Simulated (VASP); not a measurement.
# WC (I4/mmm) in VASP: single point with r2SCAN

Aim: the single point of WC with r2SCAN.

All numbers are computed with VASP 6.6.1; they aren't measurements. Logs are shortened: lines on timing, memory, paths and dates and some standing lists are left out, and cuts for length are marked.

### 1 The cell of the first run

Symmetry: I4/mmm, No. 139, tetragonal system. Conventional cell: a = 3.086 Å, b = 3.086 Å, c = 4.103 Å, α = 90.00°, β = 90.00°, γ = 90.00°. W (site symmetry 4/mmm) has 6 C at 2.05 to 2.18 Å within 2.7 Å. C (site symmetry 4/mmm) has 6 W at 2.05 to 2.18 Å within 2.7 Å.

### 2 Single point, r2SCAN (strain -0.0600 x Voigt [0, 1, 0, 0, 0, 0])

POSCAR reads:

```
WC
1.0
    0.0000000000      2.0514705489      2.1824154775
    2.1824154775      0.0000000000      2.1824154775
    2.1824154775      2.0514705489      0.0000000000
W C
1 1
Direct
    0.0000000000      0.0000000000      0.0000000000
    0.5000000000      0.5000000000      0.5000000000
```

INCAR.step1 reads:

```
PREC = Accurate ; ENCUT = 520
ISMEAR = 0 ; SIGMA = 0.15
LREAL = False ; LASPH = True
NELM = 100 ; NBANDS = 16
GGA = PE ; ALGO = Normal
EDIFF = 1E-4 ; LWAVE = True
LCHARG = False
```

INCAR.step2 reads:

```
PREC = Accurate ; ENCUT = 520
EDIFF = 1E-6 ; ISMEAR = 0
SIGMA = 0.15 ; LREAL = False
LASPH = True ; NELM = 100
ALGO = Normal ; ISIF = 2
LWAVE = False ; LCHARG = False
METAGGA = R2SCAN ; LMIXTAU = True
NBANDS = 16 ; ISTART = 1
```

KPOINTS reads:

```
regular mesh
0
Gamma
  24 24 24
```

Potentials or basis: VASP PAW PBE potentials, release 64 (W_sv, C).

On the command line:

```sh
$ cat potpaw_PBE.64/W_sv/POTCAR potpaw_PBE.64/C/POTCAR > POTCAR
$ cp INCAR.step1 INCAR
$ mpirun -np 1 vasp_std > vasp.out
$ cp INCAR.step2 INCAR
$ mpirun -np 1 vasp_std > vasp.out
```

OUTCAR:

```text
PREC = Accurate
   ENCUT = 520
   EDIFF = 1E-6
   ISMEAR = 0
   LREAL = False
   LASPH = True
   NELM = 100
   ISIF = 2
   METAGGA = R2SCAN
   ISTART = 1

 ion  position               nearest neighbor table
   1  0.000  0.000  0.000-   2 2.05   2 2.05   2 2.18   2 2.18   2 2.18   2 2.18
   2  0.500  0.500  0.500-   1 2.05   1 2.05   1 2.18   1 2.18   1 2.18   1 2.18

  LATTYP: Found a body centered tetragonal cell.
 ALAT       =     3.0864015670
 C/A-ratio  =     1.3293607487

  Lattice vectors:

 A1 = (   0.0000000000,  -2.0514705489,   2.1824154775)
 A2 = (   0.0000000000,  -2.0514705489,  -2.1824154775)
 A3 = (   2.1824154775,   2.0514705489,   0.0000000000)

Analysis of symmetry for initial positions (statically):
=====================================================================
 Subroutine PRICEL returns:
 Original cell was already a primitive cell.

 Routine SETGRP: Setting up the symmetry group for a
 body centered tetragonal supercell.

 Subroutine GETGRP returns: Found 16 space group operations
 (whereof 16 operations were pure point group operations)
 out of a pool of 16 trial point group operations.

The static configuration has the point symmetry D_4h.

Analysis of symmetry for dynamics (positions and initial velocities):
=====================================================================
 Subroutine PRICEL returns:
 Original cell was already a primitive cell.

 Routine SETGRP: Setting up the symmetry group for a
 body centered tetragonal supercell.

 Subroutine GETGRP returns: Found 16 space group operations
 (whereof 16 operations were pure point group operations)
 out of a pool of 16 trial point group operations.

The dynamic configuration has the point symmetry D_4h.

 Subroutine INISYM returns: Found 16 space group operations
 (whereof 16 operations are pure point group operations),
 and found     1 'primitive' translations

----------------------------------------------------------------------------------------

                                     Primitive cell

  volume of cell :      19.5421

  direct lattice vectors                    reciprocal lattice vectors
     0.000000000  2.051470549  2.182415478    -0.229103947  0.243727603  0.229103947
     2.182415478  0.000000000  2.182415478     0.229103947 -0.243727603  0.229103947
     2.182415478  2.051470549  0.000000000     0.229103947  0.243727603 -0.229103947

  length of vectors
     2.995241014  3.086401567  2.995241014     0.405438505  0.405438505  0.405438505

  position of ions in fractional coordinates (direct lattice)
     0.000000000  0.000000000  0.000000000
     0.500000000  0.500000000  0.500000000

  ion indices of the primitive-cell ions
   primitive index   ion index
                 1           1
                 2           2

----------------------------------------------------------------------------------------

 KPOINTS: regular mesh

Automatic generation of k-mesh.
 Grid dimensions read from file:
 generate k-points for:   24   24   24

 Generating k-lattice:

  Cartesian coordinates                     Fractional coordinates (reciprocal lattice)
    -0.009545998  0.010155317  0.009545998     0.041666667  0.000000000  0.000000000
     0.009545998 -0.010155317  0.009545998     0.000000000  0.041666667  0.000000000
     0.009545998  0.010155317 -0.009545998     0.000000000  0.000000000  0.041666667

  Length of vectors
     0.016893271  0.016893271  0.016893271

  Shift w.r.t. Gamma in fractional coordinates (k-lattice)
     0.000000000  0.000000000  0.000000000

 Subroutine IBZKPT returns following result:
 ===========================================

 Found   1063 irreducible k-points:

 Following reciprocal coordinates:
            Coordinates               Weight
  0.000000  0.000000  0.000000      1.000000
  0.041667  0.000000  0.000000      8.000000
  0.083333  0.000000  0.000000      8.000000
  0.125000  0.000000  0.000000      8.000000
  0.166667  0.000000  0.000000      8.000000
  0.208333  0.000000 -0.000000      8.000000
[... 16 lines left out ...]
  0.416667  0.041667  0.000000     16.000000
  0.458333  0.041667  0.000000     16.000000
 [... further k-points ...]
   k-points           NKPTS =   1063   k-points in BZ     NKDIM =   1063   number of bands    NBANDS=     16
   number of dos      NEDOS =    301   number of ions     NIONS =      2
   total plane-waves  NPLWV =  13824
   dimension x,y,z NGX =    24 NGY =   24 NGZ =   24
   dimension x,y,z NGXF=    48 NGYF=   48 NGZF=   48
   ions per type =               1   1
   NGX,Y,Z   is equivalent  to a cutoff of  13.32, 12.93, 13.32 a.u.
   NGXF,Y,Z  is equivalent  to a cutoff of  26.64, 25.85, 26.64 a.u.
 SYSTEM =  unknown system
   PREC   = accura    normal or accurate (medium, high low for compatibility)
   ISTART =      1    job   : 0-new  1-cont  2-samecut
   ICHARG =      0    charge: 1-file 2-atom 10-const
   ISPIN  =      1    spin polarized calculation?
   LNONCOLLINEAR =      F non collinear calculations
   LSORBIT =      F    spin-orbit coupling
   LASPH  =      T    aspherical Exc in radial PAW
   ENCUT  =  520.0 eV  38.22 Ry    6.18 a.u.   5.57  5.74  5.57*2*pi/ulx,y,z
   NELM   =    100;   NELMIN=  2; NELMDL=  0     # of ELM steps
   EDIFF  = 0.1E-05   stopping-criterion for ELM
   LREAL  =      F    real-space projection
   EDIFFG = 0.1E-04   stopping-criterion for IOM
   NSW    =      0    number of steps for IOM
   IBRION =     -1    ionic relax: 0-MD 1-quasi-New 2-CG
   NFREE  =      0    steps in history (QN), initial steepest desc. (CG)
   ISIF   =      2    stress and relaxation
   ISYM   =      2    0-nonsym 1-usesym 2-fastsym
   POTIM  = 0.5000    time-step for ionic-motion
   TEBEG  =    0.0;   TEEND  =   0.0 temperature during run
   PSTRESS=    0.0 pullay stress
   NELECT =      18.0000    total number of electrons
   NUPDOWN=      -1.0000    fix difference up-down
   EMIN   =  10.00;   EMAX   =-10.00  energy-range for DOS
   EFERMI =   0.00;   METHOD = LEGACY
   ISMEAR =     0;   SIGMA  =   0.15  broadening in eV -4-tet -1-fermi 0-gaus
   EFERMI_NEDOS =   21; number of points for ismear=-14 and -15
   IALGO  =     38    algorithm
   IMIX   =      4    mixing-type and parameters
     AMIX     =   0.40;   BMIX     =  1.00
     AMIX_MAG =   1.60;   BMIX_MAG =  1.00
  volume/ion in A,a.u.               =       9.77        65.94
  Fermi-wavevector in a.u.,A,eV,Ry     =   1.592853  3.010055 34.520426  2.537180
  Thomas-Fermi vector in A             =   2.691174
   LORBIT       =      0    0 simple, 1 ext, 2 COOP (PROOUT), +10 PAW based schemes
   METAGGA = R2SCAN    functional components
   LHFCALC =     F    Hartree Fock is set to
   AEXX    =    0.0000 exact exchange contribution
   IVDW    =     0    specifies the selected vdW correction
   LEPSILON=     F    determine dielectric tensor
   LRPA    =     F    only Hartree local field effects (RPA)
 non-spin polarized calculation
 Gauss-broadening in eV      SIGMA  =   0.15
  energy-cutoff  :      520.00
  volume of cell :       19.54
 maximum number of plane-waves:       540
   NGX = 11   NGY = 11   NGZ = 11

 number of electron      18.0000000 magnetization

 Free energy of the ion-electron system (eV)
  ---------------------------------------------------
  ext. energy  EPLUGINS =         0.00000000
  ---------------------------------------------------
  free energy    TOTEN  =       -60.38207630 eV

  energy without entropy =      -60.37275164  energy(sigma->0) =      -60.37741397

 E-fermi :  13.5881     XC(G=0): -15.3436

 val. band max:       13.5812123790   @ k =  -0.2917   0.0000   0.0833
 cond. band min:      13.5906584266   @ k =   0.3750  -0.3750   0.2500
 fundamental gap:      0.0094460476
 Fermi energy:        13.5881366036

 k-point     1 :       0.0000    0.0000    0.0000
  band No.  band energies     occupation
      1     -63.7949      2.00000
      2     -27.1479      2.00000
      3     -27.1125      2.00000
      4     -27.1125      2.00000
      5      -3.8182      2.00000
      6      10.1966      2.00000
[... 8 lines left out ...]
     15      24.1101      0.00000
     16      37.6883      0.00000

 k-point     2 :       0.0417    0.0000    0.0000
  band No.  band energies     occupation
      1     -63.7939      2.00000
      2     -27.1557      2.00000
      3     -27.1205      2.00000
      4     -27.1147      2.00000
      5      -3.7616      2.00000
      6      10.0552      2.00000
[... 8 lines left out ...]
     15      24.2415      0.00000
     16      37.2944      0.00000

 k-point     3 :       0.0833    0.0000    0.0000
  band No.  band energies     occupation
      1     -63.7908      2.00000
      2     -27.1913      2.00000
      3     -27.1315      2.00000
      4     -27.1212      2.00000
      5      -3.5936      2.00000
      6       9.6060      2.00000
[... 8 lines left out ...]
     15      24.6218      0.00000
     16      36.2447      0.00000

 k-point     4 :       0.1250    0.0000    0.0000
  band No.  band energies     occupation
      1     -63.7860      2.00000
      2     -27.2580      2.00000
      3     -27.1380      2.00000
      4     -27.1314      2.00000
      5      -3.3202      2.00000
      6       8.9391      2.00000
[... 8 lines left out ...]
     15      25.2054      0.00000
     16      34.9124      0.00000
[... 324 lines left out ...]
 k-point    22 :       0.3750    0.0417    0.0000
  band No.  band energies     occupation
      1     -63.7445      2.00000
      2     -27.8130      2.00000
      3     -27.2196      2.00000
      4     -27.1807      2.00000
      5      -0.3822      2.00000
      6       4.5763      2.00000
[... 8 lines left out ...]
     15      28.2861      0.00000
     16      28.4505      0.00000

 k-point    23 :       0.4167    0.0417    0.0000
  band No.  band energies     occupation
      1     -63.7391      2.00000
      2     -27.8835      2.00000
      3     -27.2320      2.00000
      4     -27.1834      2.00000
      5       0.2510      2.00000
      6       3.8942      2.00000
[... 8 lines left out ...]
     15      27.3290      0.00000
     16      27.9579      0.00000

 k-point    24 :       0.4583    0.0417    0.0000
  band No.  band energies     occupation
      1     -63.7353      2.00000
      2     -27.9318      2.00000
      3     -27.2411      2.00000
      4     -27.1845      2.00000
      5       0.8570      2.00000
      6       3.2641      2.00000
[... 8 lines left out ...]
     15      26.5160      0.00000
     16      27.3814      0.00000

 [... further k-points ...]

------------------------ aborting loop because EDIFF is reached ----------------------------------------

  FORCE on cell =-STRESS in cart. coord.  units (eV):
  Direction    XX          YY          ZZ          XY          YZ          ZX
  --------------------------------------------------------------------------------------
  -------------------------------------------------------------------------------------
  Total        1.8032315      8.4214732      1.8032315      0.0000000     -0.0000000      0.0000000
  in kB      147.8399914    690.4440727    147.8399914      0.0000000     -0.0000000      0.0000000
  external PRESSURE =     328.7080185 kB  Pullay stress =       0.0000000 kB

 VOLUME and BASIS-vectors are now :
 -----------------------------------------------------------------------------
  energy-cutoff  :      520.00
  volume of cell :       19.54
      direct lattice vectors                 reciprocal lattice vectors
     0.000000000  2.051470549  2.182415478    -0.229103947  0.243727603  0.229103947
     2.182415478  0.000000000  2.182415478     0.229103947 -0.243727603  0.229103947
     2.182415478  2.051470549  0.000000000     0.229103947  0.243727603 -0.229103947

 POSITION                                       TOTAL-FORCE (eV/Angst)
 -----------------------------------------------------------------------------------
      0.00000      0.00000      0.00000        -0.000000     -0.000000      0.000000
      2.18242      2.05147      2.18242         0.000000      0.000000      0.000000
 -----------------------------------------------------------------------------------
    total drift:                                0.000000     -0.000000     -0.000000

  FREE ENERGIE OF THE ION-ELECTRON SYSTEM (eV)
  ---------------------------------------------------
  free  energy   TOTEN  =       -60.3820763013 eV

  energy  without entropy=      -60.3727516397  energy(sigma->0) =      -60.37741397
```

Wall time 19 min (1 thread of Oxide Virtual Turin-like, shared host); peak memory 0.39 GiB.

What came out:

```yaml
Free_energy: -60.3821 eV
Pressure: 32.9 GPa
Band_gap_on_the_k_mesh: zero (bands 9 and 10 overlap by 3.64 eV)
```

Caveat: the cell differs from its parent crystal (strain -0.0600 x Voigt [0, 1, 0, 0, 0, 0]); the stress differs along the axes, from 15 to 69 GPa; the PAW data sets were made with another functional, which shifts forces and pressure a little; spin-orbit coupling is left out, which moves the levels of the heavy elements.
